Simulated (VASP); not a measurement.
# Te2Mo (P6_3/mmc) in VASP: notebook

Te2Mo is run at these levels: PBE+D3(BJ); tasks: single point, relaxation of shape and atoms at fixed volume.

Program: VASP 6.6.1. These are calculated values, not measurements. Logs are shortened: lines on timing, memory, paths and dates and some standing lists are left out, and cuts for length are marked.

**What was measured.**

From “Broadband infrared study of pressure-tunable Fano resonance and metallization transition in 2H-MoTe2”, 2022, pmc:9569381, for a bulk crystal of Te2Mo at 300 K: band gap 0.88 ± 0.05 eV (indirect).

The runs below are set against these values where they give the same quantity.

### Step 1. The cell of the first run

Symmetry: P6_3/mmc, No. 194, hexagonal system. The conventional cell has a = 3.520 Å, b = 3.520 Å, c = 13.963 Å, α = 90.00°, β = 90.00°, γ = 120.00°. Te (site symmetry 3m) has 3 Mo at 2.72 Å and 6 Te at 3.52 Å within 3.6 Å. Within 3.6 Å of Mo (site symmetry -6m2) lie 6 Te at 2.72 Å and 6 Mo at 3.52 Å.

### Step 2. Single point, PBE+D3(BJ)

Contents of INCAR:

```
SYSTEM = Te2Mo
ALGO = Normal
EDIFF = 1E-6
ENCUT = 520
GGA = PE
ISIF = 2
ISMEAR = 0
IVDW = 12
LASPH = .TRUE.
LCHARG = .FALSE.
LREAL = .FALSE.
LWAVE = .FALSE.
NBANDS = 35
NELM = 100
PREC = Accurate
SIGMA = 0.05
```

Contents of KPOINTS:

```
k-points
0
G
  10 10 2
  0 0 0
```

Contents of POSCAR:

```
Te2Mo
1.0
    3.5195877148      0.0000000000      0.0000000000
   -1.7597938574      3.0480523719      0.0000000000
    0.0000000000      0.0000000000     13.9625830570
Te Mo
4 2
Direct
    0.3333333333      0.6666666667      0.6200759763
    0.6666666667      0.3333333333      0.1200759763
    0.3333333333      0.6666666667      0.8799240237
    0.6666666667      0.3333333333      0.3799240237
    0.3333333333      0.6666666667      0.2500000000
    0.6666666667      0.3333333333      0.7500000000
```

Potentials or basis: VASP PAW PBE potentials, release 64 (Te, Mo_sv).

Run with:

```console
$ cat potpaw_PBE.64/Te/POTCAR potpaw_PBE.64/Mo_sv/POTCAR > POTCAR
$ mpirun -np 1 vasp_std > vasp.out
```

OUTCAR:

```text
SYSTEM = Te2Mo
   EDIFF = 1E-6
   ENCUT = 520
   GGA = PE
   ISIF = 2
   ISMEAR = 0
   IVDW = 12
   LASPH = .TRUE.
   LREAL = .FALSE.
   NELM = 100
   PREC = Accurate
 IVDW          = 12

 ion  position               nearest neighbor table
   1  0.333  0.667  0.620-   6 2.72   6 2.72   6 2.72   3 3.63
   2  0.667  0.333  0.120-   5 2.72   5 2.72   5 2.72   4 3.63
   3  0.333  0.667  0.880-   6 2.72   6 2.72   6 2.72   1 3.63
   4  0.667  0.333  0.380-   5 2.72   5 2.72   5 2.72   2 3.63
   5  0.333  0.667  0.250-   2 2.72   4 2.72   2 2.72   4 2.72   2 2.72   4 2.72
   6  0.667  0.333  0.750-   1 2.72   3 2.72   1 2.72   3 2.72   1 2.72   3 2.72

  LATTYP: Found a hexagonal cell.
 ALAT       =     3.5195877148
 C/A-ratio  =     3.9671075673

  Lattice vectors:

 A1 = (   3.5195877148,   0.0000000000,   0.0000000000)
 A2 = (  -1.7597938574,   3.0480523719,   0.0000000000)
 A3 = (   0.0000000000,   0.0000000000,  13.9625830570)

Analysis of symmetry for initial positions (statically):
=====================================================================
 Subroutine PRICEL returns:
 Original cell was already a primitive cell.

 Routine SETGRP: Setting up the symmetry group for a
 hexagonal supercell.

 Subroutine GETGRP returns: Found 24 space group operations
 (whereof 12 operations were pure point group operations)
 out of a pool of 24 trial point group operations.

The static configuration has the point symmetry D_3d.
 The point group associated with its full space group is D_6h.

Analysis of symmetry for dynamics (positions and initial velocities):
=====================================================================
 Subroutine PRICEL returns:
 Original cell was already a primitive cell.

 Routine SETGRP: Setting up the symmetry group for a
 hexagonal supercell.

 Subroutine GETGRP returns: Found 24 space group operations
 (whereof 12 operations were pure point group operations)
 out of a pool of 24 trial point group operations.

The dynamic configuration has the point symmetry D_3d.
 The point group associated with its full space group is D_6h.

 Subroutine INISYM returns: Found 24 space group operations
 (whereof 12 operations are pure point group operations),
 and found     1 'primitive' translations

[... 102 lines left out ...]
   EDIFF  = 0.1E-05   stopping-criterion for ELM
   LREAL  =      F    real-space projection
   EDIFFG = 0.1E-04   stopping-criterion for IOM
   NSW    =      0    number of steps for IOM
   IBRION =     -1    ionic relax: 0-MD 1-quasi-New 2-CG
   NFREE  =      0    steps in history (QN), initial steepest desc. (CG)
   ISIF   =      2    stress and relaxation
   ISYM   =      2    0-nonsym 1-usesym 2-fastsym
   POTIM  = 0.5000    time-step for ionic-motion
   TEBEG  =    0.0;   TEEND  =   0.0 temperature during run
   PSTRESS=    0.0 pullay stress
   NELECT =      52.0000    total number of electrons
   NUPDOWN=      -1.0000    fix difference up-down
   EMIN   =  10.00;   EMAX   =-10.00  energy-range for DOS
   EFERMI =   0.00;   METHOD = LEGACY
   ISMEAR =     0;   SIGMA  =   0.05  broadening in eV -4-tet -1-fermi 0-gaus
   EFERMI_NEDOS =   21; number of points for ismear=-14 and -15
   IALGO  =     38    algorithm
   IMIX   =      4    mixing-type and parameters
     AMIX     =   0.40;   BMIX     =  1.00
     AMIX_MAG =   1.60;   BMIX_MAG =  1.00
  volume/ion in A,a.u.               =      24.96       168.47
  Fermi-wavevector in a.u.,A,eV,Ry     =   1.150578  2.174277 18.011787  1.323829
  Thomas-Fermi vector in A             =   2.287241
   LORBIT       =      0    0 simple, 1 ext, 2 COOP (PROOUT), +10 PAW based schemes
   GGA     = PE    functional components
   LHFCALC =     F    Hartree Fock is set to
   AEXX    =    0.0000 exact exchange contribution
   IVDW    =    12    specifies the selected vdW correction
   LEPSILON=     F    determine dielectric tensor
   LRPA    =     F    only Hartree local field effects (RPA)
 non-spin polarized calculation
 Gauss-broadening in eV      SIGMA  =   0.05
  energy-cutoff  :      520.00
  volume of cell :      149.79
 maximum number of plane-waves:      4095
 NGX is ok and might be reduce to    28
   NGX = 13   NGY = 13   NGZ = 51

 number of electron      51.9999997 magnetization

 Free energy of the ion-electron system (eV)
  ---------------------------------------------------
  ext. energy  EPLUGINS =         0.00000000
  ---------------------------------------------------
  free energy    TOTEN  =       -35.99192552 eV

  energy without entropy =      -35.99192552  energy(sigma->0) =      -35.99192552

 E-fermi :   8.5189     XC(G=0): -10.4544

 val. band max:        8.1494748264   @ k =   0.0000   0.0000   0.0000
 cond. band min:       8.8397938481   @ k =   0.2000   0.2000   0.0000
 fundamental gap:      0.6903190217
 Fermi energy:         8.5188685684

 k-point     1 :       0.0000    0.0000    0.0000
  band No.  band energies     occupation
      1     -52.6684      2.00000
      2     -52.6684      2.00000
      3     -26.8327      2.00000
      4     -26.8327      2.00000
      5     -26.7071      2.00000
      6     -26.7071      2.00000
[... 901 lines left out ...]
     34      11.4038      0.00000
     35      12.6599      0.00000

 [... further k-points ...]

------------------------ aborting loop because EDIFF is reached ----------------------------------------

 Edisp (eV)   -3.21912

 E8    (eV) :    -1.4842

  FORCE on cell =-STRESS in cart. coord.  units (eV):
  Direction    XX          YY          ZZ          XY          YZ          ZX
  --------------------------------------------------------------------------------------
  -------------------------------------------------------------------------------------
  Total      -1.20378    -1.20378    -1.10827     0.00000     0.00000     0.00000
  in kB     -12.87592   -12.87592   -11.85433     0.00000     0.00000     0.00000
  external pressure =      -12.54 kB  Pullay stress =        0.00 kB

 VOLUME and BASIS-vectors are now :
 -----------------------------------------------------------------------------
  energy-cutoff  :      520.00
  volume of cell :      149.79
      direct lattice vectors                 reciprocal lattice vectors
     3.519587715  0.000000000  0.000000000     0.284124188  0.164039176  0.000000000
    -1.759793857  3.048052372  0.000000000     0.000000000  0.328078352  0.000000000
     0.000000000  0.000000000 13.962583057     0.000000000  0.000000000  0.071619986

 POSITION                                       TOTAL-FORCE (eV/Angst)
 -----------------------------------------------------------------------------------
     -0.00000      2.03203      8.65786         0.000000     -0.000000     -0.006595
      1.75979      1.01602      1.67657        -0.000000     -0.000000     -0.006595
     -0.00000      2.03203     12.28601         0.000000     -0.000000      0.006595
      1.75979      1.01602      5.30472        -0.000000     -0.000000      0.006595
     -0.00000      2.03203      3.49065         0.000000      0.000000      0.000000
      1.75979      1.01602     10.47194        -0.000000      0.000000      0.000000
 -----------------------------------------------------------------------------------
    total drift:                               -0.000000      0.000000     -0.000000

  FREE ENERGIE OF THE ION-ELECTRON SYSTEM (eV)
  ---------------------------------------------------
  free  energy   TOTEN  =       -39.2110427440 eV

  energy  without entropy=      -39.2110427440  energy(sigma->0) =      -39.21104274
```

stdout:

```text
POSCAR found type information on POSCAR TeMo
 POSCAR found :  2 types and       6 ions
 scaLAPACK will be used
 LDA part: xc-table for (Slater+PW92), standard interpolation
 POSCAR, INCAR and KPOINTS ok, starting setup
 FFT: planning ... GRIDC
 FFT: planning ... GRID_SOFT
 FFT: planning ... GRID
 WAVECAR not read
 entering main loop
```

Wall time 2.3 min (1 thread of Intel Xeon 6975P-C (Granite Rapids), shared host); peak memory 0.34 GiB.

What came out:

* Free energy: -39.2110 eV
* Pressure: -1.3 GPa
* Largest force: 0.007 eV/Å
* Band gap on the k mesh: 0.69 eV, indirect (least direct gap 1.15 eV)
* Dispersion energy per atom: -0.537 eV

Forces on the atoms (eV/Å):
```
Te   0.000  0.000 -0.007
Te   0.000  0.000 -0.007
Te   0.000  0.000  0.007
Te   0.000  0.000  0.007
Mo   0.000  0.000  0.000
Mo   0.000  0.000  0.000
```

Stress tensor (GPa, compression positive):
```
-1.29  0.00  0.00
 0.00 -1.29  0.00
 0.00  0.00 -1.19
```

Levels at points of the mesh, in eV from the valence-band top:
```tsv
k point	band 22	band 23	band 24	band 25	band 26	band 27	band 28	band 29	band 30	band 31
(0.00, 0.00, 0.00)	-1.02	-0.98	-0.98	-0.30	0.00	2.89	2.89	3.03	3.03	3.10
(0.50, 0.00, 0.00)	-1.81	-1.00	-0.95	-0.59	-0.28	1.28	1.34	1.45	1.80	2.58
(0.00, 0.00, 0.50)	-1.00	-1.00	-1.00	-0.08	-0.08	2.93	2.93	2.93	2.93	3.27
(0.50, 0.00, 0.50)	-1.93	-0.96	-0.96	-0.44	-0.44	1.30	1.30	1.64	1.64	3.03
```

Caveat: spin-orbit coupling is left out, which moves the levels of the heavy elements.

### Step 3. Relaxation of shape and atoms at fixed volume, PBE+D3(BJ)

Contents of INCAR:

```
SYSTEM = Te2Mo
ALGO = Normal
EDIFF = 1E-7
EDIFFG = -0.01
ENCUT = 600
GGA = PE
IBRION = 2
ISIF = 4
ISMEAR = 0
IVDW = 12
LASPH = .TRUE.
LCHARG = .FALSE.
LREAL = .FALSE.
LWAVE = .FALSE.
NELM = 100
NSW = 60
PREC = Accurate
SIGMA = 0.05
```

KPOINTS is that of step 2.

Contents of POSCAR:

```
Te2Mo
1.0
    3.5182000000      0.0000000000      0.0000000000
   -1.7591000000      3.0468505756      0.0000000000
    0.0000000000      0.0000000000     13.9736000000
Te Mo
4 2
Direct
    0.3333333333      0.6666666667      0.6210000000
    0.6666666667      0.3333333333      0.1210000000
    0.3333333333      0.6666666667      0.8790000000
    0.6666666667      0.3333333333      0.3790000000
    0.3333333333      0.6666666667      0.2500000000
    0.6666666667      0.3333333333      0.7500000000
```

Potentials or basis: VASP PAW PBE potentials, release 64 (Te, Mo_sv).

Run with:

```console
$ cat potpaw_PBE.64/Te/POTCAR potpaw_PBE.64/Mo_sv/POTCAR > POTCAR
$ mpirun -np 1 vasp_std > vasp.out
```

Wall time 7.5 min (1 thread of Intel Xeon 6975P-C (Granite Rapids), shared host); peak memory 0.37 GiB.

It converged, with:

| Quantity | Value |
| --- | --- |
| Free energy | -39.2110 eV |
| Energy gained by relaxing | 0.7 meV/atom |
| Ionic steps | 5 |
| Pressure after relaxing | -1.3 GPa |
| Band gap on the k mesh | 0.69 eV, indirect (least direct gap 1.15 eV) |
| Dispersion energy per atom | -0.537 eV |

Forces on the atoms (eV/Å):
```
Te   0.000  0.000  0.003
Te   0.000  0.000  0.003
Te   0.000  0.000 -0.003
Te   0.000  0.000 -0.003
Mo   0.000  0.000  0.000
Mo   0.000  0.000  0.000
```

The path:
| step | energy change (eV) | largest force (eV/Å) | pressure (GPa) | volume (Å³) |
| --- | --- | --- | --- | --- |
| 1 | 0.0000 | 0.1794 | -0.54 | 149.79 |
| 2 | -0.0037 | 0.0004 | -1.14 | 149.79 |
| 3 | -0.0038 | 0.0244 | -1.06 | 149.79 |
| 4 | -0.0041 | 0.0177 | -1.12 | 149.79 |
| 5 | -0.0044 | 0.0026 | -1.31 | 149.79 |

Final structure:
```yaml
crystal:
  lattice:
    - [3.51933, 0.00000, 0.00000]
    - [-1.75967, 3.04783, 0.00000]
    - [0.00000, 0.00000, 13.96459]
  atoms:
    - { symbol: Te, position: [0.33333, 0.66667, 0.62004] }
    - { symbol: Te, position: [0.66667, 0.33333, 0.12004] }
    - { symbol: Te, position: [0.33333, 0.66667, 0.87996] }
    - { symbol: Te, position: [0.66667, 0.33333, 0.37996] }
    - { symbol: Mo, position: [0.33333, 0.66667, 0.25000] }
    - { symbol: Mo, position: [0.66667, 0.33333, 0.75000] }
```

Levels at points of the mesh, in eV from the valence-band top:
| k point | band 22 | band 23 | band 24 | band 25 | band 26 | band 27 | band 28 | band 29 | band 30 | band 31 |
| --- | --- | --- | --- | --- | --- | --- | --- | --- | --- | --- |
| (0.00, 0.00, 0.00) | -1.02 | -0.98 | -0.98 | -0.30 | 0.00 | 2.89 | 2.89 | 3.03 | 3.03 | 3.10 |
| (0.50, 0.00, 0.00) | -1.81 | -1.00 | -0.95 | -0.59 | -0.28 | 1.28 | 1.34 | 1.45 | 1.80 | 2.58 |
| (0.00, 0.00, 0.50) | -1.00 | -1.00 | -1.00 | -0.08 | -0.08 | 2.93 | 2.93 | 2.93 | 2.93 | 3.27 |
| (0.50, 0.00, 0.50) | -1.93 | -0.96 | -0.96 | -0.43 | -0.43 | 1.30 | 1.30 | 1.64 | 1.64 | 3.03 |

Caveat: spin-orbit coupling is left out, which moves the levels of the heavy elements. A k mesh can miss the band edges.

### Step 4. Comparison with measurements

Step 2. Measured gap of Te2Mo: 0.88 eV (indirect; 300 K; quoted in “Broadband infrared study of pressure-tunable Fano resonance and metallization transition in 2H-MoTe2”, 2022, pmc:9569381). This calculation gives 0.69 eV (-0.19 eV). Spin-orbit coupling on Mo, Te is left out. The value is that of PBE+D3(BJ) on a finite k mesh, which can miss the band edges, without temperature or zero-point motion. Semilocal functionals fall short of measured gaps as a rule.
